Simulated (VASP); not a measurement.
# Sc (Fm-3m) in VASP: electric field gradients with r2SCAN+U

Aim: the electric field gradients of Sc with r2SCAN+U.

Program: VASP 6.6.1. These are calculated values, not measurements. Logs are shortened: lines on timing, memory, paths and dates and some standing lists are left out, and cuts for length are marked.

## (1) The cell of the first run

Symmetry: Fm-3m, No. 225, cubic system. Conventional cell: a = 4.615 Å, b = 4.615 Å, c = 4.615 Å, α = 90.00°, β = 90.00°, γ = 90.00°. Within 4.3 Å of Sc (site symmetry m-3m) lie 12 Sc at 3.26 Å.

This isn't the form of Sc at room conditions, which is hcp.

## (2) Electric field gradients, r2SCAN+U

The input, POSCAR:

```
Sc
1.0
    0.0000000000      2.3077279282      2.3077279282
    2.3077279282      0.0000000000      2.3077279282
    2.3077279282      2.3077279282      0.0000000000
Sc
1
Direct
    0.0000000000      0.0000000000      0.0000000000
```

The input, INCAR.step1:

```
SYSTEM = Sc
ALGO = Normal
EDIFF = 1E-4
ENCUT = 520
GGA = PE
ISMEAR = -1
LASPH = .True.
LCHARG = .False.
LDAU = .True.
LDAUJ = 0
LDAUL = 2
LDAUTYPE = 2
LDAUU = 4
LMAXMIX = 4
LREAL = .False.
LWAVE = .True.
NBANDS = 12
NELM = 150
PREC = Accurate
SIGMA = 0.03
```

The input, INCAR.step2:

```
SYSTEM = Sc
ALGO = Normal
EDIFF = 1E-8
ENCUT = 520
ISIF = 2
ISMEAR = -1
ISTART = 1
LASPH = .True.
LCHARG = .False.
LDAU = .True.
LDAUJ = 0
LDAUL = 2
LDAUPRINT = 1
LDAUTYPE = 2
LDAUU = 4
LEFG = .True.
LMAXMIX = 4
LMIXTAU = .True.
LREAL = .False.
LWAVE = .False.
METAGGA = R2SCAN
NBANDS = 12
NELM = 150
PREC = Accurate
SIGMA = 0.03
```

The input, KPOINTS:

```
k-points
0
Gamma
  12 12 12
  0 0 0
```

Potentials or basis: VASP PAW PBE potentials, release 64 (Sc_sv).

Launch:

```bash
> cat potpaw_PBE.64/Sc_sv/POTCAR > POTCAR
> cp INCAR.step1 INCAR
> mpirun -np 1 vasp_std > vasp.out
> cp INCAR.step2 INCAR
> mpirun -np 1 vasp_std > vasp.out
```

OUTCAR:

```text
SYSTEM = Sc
   EDIFF = 1E-8
   ENCUT = 520
   ISIF = 2
   ISMEAR = -1
   ISTART = 1
   LASPH = .True.
   LREAL = .False.
   METAGGA = R2SCAN
   NELM = 150
   PREC = Accurate

 ion  position               nearest neighbor table
   1  0.000  0.000  0.000-

  LATTYP: Found a face centered cubic cell.
 ALAT       =     4.6154558564

  Lattice vectors:

 A1 = (   0.0000000000,   2.3077279282,   2.3077279282)
 A2 = (   2.3077279282,   0.0000000000,   2.3077279282)
 A3 = (   2.3077279282,   2.3077279282,   0.0000000000)

Analysis of symmetry for initial positions (statically):
=====================================================================
 Subroutine PRICEL returns:
 Original cell was already a primitive cell.

 Routine SETGRP: Setting up the symmetry group for a
 face centered cubic supercell.

 Subroutine GETGRP returns: Found 48 space group operations
 (whereof 48 operations were pure point group operations)
 out of a pool of 48 trial point group operations.

The static configuration has the point symmetry O_h .

Analysis of symmetry for dynamics (positions and initial velocities):
=====================================================================
 Subroutine PRICEL returns:
 Original cell was already a primitive cell.

 Routine SETGRP: Setting up the symmetry group for a
 face centered cubic supercell.

 Subroutine GETGRP returns: Found 48 space group operations
 (whereof 48 operations were pure point group operations)
 out of a pool of 48 trial point group operations.

The dynamic configuration has the point symmetry O_h .

 Subroutine INISYM returns: Found 48 space group operations
 (whereof 48 operations are pure point group operations),
 and found     1 'primitive' translations

----------------------------------------------------------------------------------------

                                     Primitive cell

  volume of cell :      24.5801

  direct lattice vectors                    reciprocal lattice vectors
     0.000000000  2.307727928  2.307727928    -0.216663322  0.216663322  0.216663322
     2.307727928  0.000000000  2.307727928     0.216663322 -0.216663322  0.216663322
     2.307727928  2.307727928  0.000000000     0.216663322  0.216663322 -0.216663322

  length of vectors
     3.263620134  3.263620134  3.263620134     0.375271882  0.375271882  0.375271882

  position of ions in fractional coordinates (direct lattice)
     0.000000000  0.000000000  0.000000000

  ion indices of the primitive-cell ions
   primitive index   ion index
                 1           1

----------------------------------------------------------------------------------------

 KPOINTS: k-points

Automatic generation of k-mesh.
 Grid dimensions read from file:
 generate k-points for:   12   12   12

 Generating k-lattice:

  Cartesian coordinates                     Fractional coordinates (reciprocal lattice)
    -0.018055277  0.018055277  0.018055277     0.083333333  0.000000000  0.000000000
     0.018055277 -0.018055277  0.018055277     0.000000000  0.083333333  0.000000000
     0.018055277  0.018055277 -0.018055277     0.000000000  0.000000000  0.083333333

  Length of vectors
     0.031272657  0.031272657  0.031272657

  Shift w.r.t. Gamma in fractional coordinates (k-lattice)
     0.000000000  0.000000000  0.000000000

 Subroutine IBZKPT returns following result:
 ===========================================

[... 76 lines left out ...]
   METAGGA = R2SCAN    functional components
   LHFCALC =     F    Hartree Fock is set to
   AEXX    =    0.0000 exact exchange contribution
   IVDW    =     0    specifies the selected vdW correction
   LEPSILON=     F    determine dielectric tensor
   LRPA    =     F    only Hartree local field effects (RPA)
 non-spin polarized calculation
  energy-cutoff  :      520.00
  volume of cell :       24.58
 maximum number of plane-waves:       684
   NGX = 13   NGY = 13   NGZ = 13

atom =   1  type =  1  l = 2

 onsite density matrix

spin component  1

  0.0819 -0.0000 -0.0000  0.0000  0.0000
 -0.0000  0.0819 -0.0000  0.0000 -0.0000
 -0.0000 -0.0000  0.0622  0.0000  0.0000
  0.0000  0.0000  0.0000  0.0819  0.0000
  0.0000 -0.0000  0.0000  0.0000  0.0622

spin component  2

  0.0819 -0.0000 -0.0000  0.0000  0.0000
 -0.0000  0.0819 -0.0000  0.0000 -0.0000
 -0.0000 -0.0000  0.0622  0.0000  0.0000
  0.0000  0.0000  0.0000  0.0819  0.0000
  0.0000 -0.0000  0.0000  0.0000  0.0622

 occupancies and eigenvectors

  o =  0.0622  v =  0.0000  0.0000 -0.3787 -0.0000 -0.9255  0.0000  0.0000  0.0000  0.0000  0.0000      0.0000  0.0000  0.0000  0.0000  0.0000  0.0000  0.0000  0.0000  0.0000  0.0000
  o =  0.0622  v =  0.0000  0.0000  0.0000  0.0000  0.0000  0.0000  0.0000 -0.3787 -0.0000 -0.9255      0.0000  0.0000  0.0000  0.0000  0.0000  0.0000  0.0000  0.0000  0.0000  0.0000
  o =  0.0622  v =  0.0000  0.0000  0.9255 -0.0000 -0.3787  0.0000  0.0000  0.0000  0.0000  0.0000      0.0000  0.0000  0.0000  0.0000  0.0000  0.0000  0.0000  0.0000  0.0000  0.0000
  o =  0.0622  v =  0.0000  0.0000  0.0000  0.0000  0.0000  0.0000  0.0000  0.9255 -0.0000 -0.3787      0.0000  0.0000  0.0000  0.0000  0.0000  0.0000  0.0000  0.0000  0.0000  0.0000
  o =  0.0819  v =  0.0000  0.0000  0.0000  0.0000  0.0000  1.0000  0.0000  0.0000  0.0000  0.0000      0.0000  0.0000  0.0000  0.0000  0.0000  0.0000  0.0000  0.0000  0.0000  0.0000
  o =  0.0819  v =  1.0000  0.0000  0.0000  0.0000  0.0000  0.0000  0.0000  0.0000  0.0000  0.0000      0.0000  0.0000  0.0000  0.0000  0.0000  0.0000  0.0000  0.0000  0.0000  0.0000
  o =  0.0819  v =  0.0000  0.0000  0.0000  0.0000  0.0000  0.0000 -0.6546  0.0000  0.7559 -0.0000      0.0000  0.0000  0.0000  0.0000  0.0000  0.0000  0.0000  0.0000  0.0000  0.0000
  o =  0.0819  v =  0.0000 -0.6546  0.0000  0.7559 -0.0000  0.0000  0.0000  0.0000  0.0000  0.0000      0.0000  0.0000  0.0000  0.0000  0.0000  0.0000  0.0000  0.0000  0.0000  0.0000
  o =  0.0819  v =  0.0000  0.0000  0.0000  0.0000  0.0000  0.0000 -0.7559 -0.0000 -0.6546  0.0000      0.0000  0.0000  0.0000  0.0000  0.0000  0.0000  0.0000  0.0000  0.0000  0.0000
  o =  0.0819  v =  0.0000 -0.7559 -0.0000 -0.6546  0.0000  0.0000  0.0000  0.0000  0.0000  0.0000      0.0000  0.0000  0.0000  0.0000  0.0000  0.0000  0.0000  0.0000  0.0000  0.0000

 number of electron      10.9999999 magnetization

 Free energy of the ion-electron system (eV)
  ---------------------------------------------------
  ext. energy  EPLUGINS =         0.00000000
  ---------------------------------------------------
  free energy    TOTEN  =        -9.74241316 eV

  energy without entropy =       -9.73620993  energy(sigma->0) =       -9.73931154

 E-fermi :   4.4074     XC(G=0): -10.7151

 val. band max:        4.3947341353   @ k =   0.4167   0.0833   0.0000
 cond. band min:       4.4610194463   @ k =  -0.3333   0.2500   0.0000
 fundamental gap:      0.0662853110
 Fermi energy:         4.4074174106

 k-point     1 :       0.0000    0.0000    0.0000
  band No.  band energies     occupation
      1     -48.3617      2.00000
      2     -25.7485      2.00000
      3     -25.7485      2.00000
      4     -25.7484      2.00000
      5      -1.8309      2.00000
      6       6.6179      0.00000
      7       6.6180      0.00000
      8       6.6180      0.00000
      9       8.2419      0.00000
     10       8.2419      0.00000
     11      16.8109      0.00000
     12      20.5104      0.00000
[... 331 lines left out ...]
 k-point    24 :      -0.4167    0.1667    0.0000
  band No.  band energies     occupation
      1     -48.2955      2.00000
      2     -26.1083      2.00000
      3     -25.8720      2.00000
      4     -25.8146      2.00000
      5       2.8548      2.00000
      6       3.8341      2.00000
      7       5.8768      0.00000
      8       6.9444      0.00000
      9       8.8986      0.00000
     10       9.6539      0.00000
     11      11.5470      0.00000
     12      15.8208      0.00000

 [... further k-points ...]

------------------------ aborting loop because EDIFF is reached ----------------------------------------

  FORCE on cell =-STRESS in cart. coord.  units (eV):
  Direction    XX          YY          ZZ          XY          YZ          ZX
  --------------------------------------------------------------------------------------
  -------------------------------------------------------------------------------------
  Total        1.3760921      1.3760921      1.3760921     -0.0000000     -0.0000000      0.0000000
  in kB       89.6962494     89.6962494     89.6962494     -0.0000000     -0.0000000      0.0000000
  external PRESSURE =      89.6962494 kB  Pullay stress =       0.0000000 kB

 VOLUME and BASIS-vectors are now :
 -----------------------------------------------------------------------------
  energy-cutoff  :      520.00
  volume of cell :       24.58
      direct lattice vectors                 reciprocal lattice vectors
     0.000000000  2.307727928  2.307727928    -0.216663322  0.216663322  0.216663322
     2.307727928  0.000000000  2.307727928     0.216663322 -0.216663322  0.216663322
     2.307727928  2.307727928  0.000000000     0.216663322  0.216663322 -0.216663322

 POSITION                                       TOTAL-FORCE (eV/Angst)
 -----------------------------------------------------------------------------------
      0.00000      0.00000      0.00000         0.000000      0.000000      0.000000
 -----------------------------------------------------------------------------------
    total drift:                               -0.000000      0.000000      0.000000

  FREE ENERGIE OF THE ION-ELECTRON SYSTEM (eV)
  ---------------------------------------------------
  free  energy   TOTEN  =        -9.7424131592 eV

  energy  without entropy=       -9.7362099285  energy(sigma->0) =       -9.73931154

 Electric field gradients (V/A^2)
---------------------------------------------------------------------
 ion       V_xx      V_yy      V_zz      V_xy      V_xz      V_yz
---------------------------------------------------------------------
   1       0.000     0.000     0.000    -0.001    -0.001    -0.001
---------------------------------------------------------------------

 Electric field gradients after diagonalization (V/A^2)
 (convention: |V_zz| > |V_xx| > |V_yy|)
----------------------------------------------------------------------
 ion       V_xx      V_yy      V_zz     asymmetry (V_yy - V_xx)/ V_zz
----------------------------------------------------------------------
   1       0.001     0.001    -0.001       0.000
----------------------------------------------------------------------

           NMR quadrupolar parameters

 Cq : quadrupolar parameter    Cq=e*Q*V_zz/h
 eta: asymmetry parameters     (V_yy - V_xx)/ V_zz
 Q  : nuclear electric quadrupole moment in mb (millibarn)
----------------------------------------------------------------------
 ion       Cq(MHz)       eta       Q (mb)
----------------------------------------------------------------------
   1      -0.000       0.000       1.000
----------------------------------------------------------------------
```

It took 90 s on 1 thread of Intel Xeon 8259CL, shared host; peak memory 0.15 GiB.

Results:

| Quantity | Value |
| --- | --- |
| Free energy | -9.7424 eV |
| Pressure | 9.0 GPa |
| Band gap on the k mesh | zero (an odd number of electrons rules out a gap without spin polarisation) |
| Largest electric field gradient by atom | under 0.05 V/Å² on every atom |

Levels at points of the mesh, in eV from the Fermi level:
```
           k point  band 2  band 3  band 4  band 5  band 6  band 7  band 8  band 9
(0.00, 0.00, 0.00)  -30.16  -30.16  -30.16   -6.24    2.21    2.21    2.21    3.83
(0.50, 0.00, 0.00)  -30.55  -30.21  -30.21   -2.01   -0.61    2.11    2.11    4.72
(0.50, 0.50, 0.00)  -30.53  -30.30  -30.30   -1.54   -0.34    1.18    4.78    4.92
```

Eigenvalues of the final occupation matrices:
| site | spin | trace | eigenvalues |
| --- | --- | --- | --- |
| site 1 d | 1 | 0.37 | 0.06 0.06 0.08 0.08 0.08 |
| site 1 d | 2 | 0.37 | 0.06 0.06 0.08 0.08 0.08 |

Caveat: the cell stands under pressure; the PAW data sets were made with another functional, which shifts forces and pressure a little; U without spin polarisation on a metal has little footing; the U is typed as a test and isn't derived for this compound.

The gap in the log of VASP goes by the Fermi energy; the results here count the filled bands.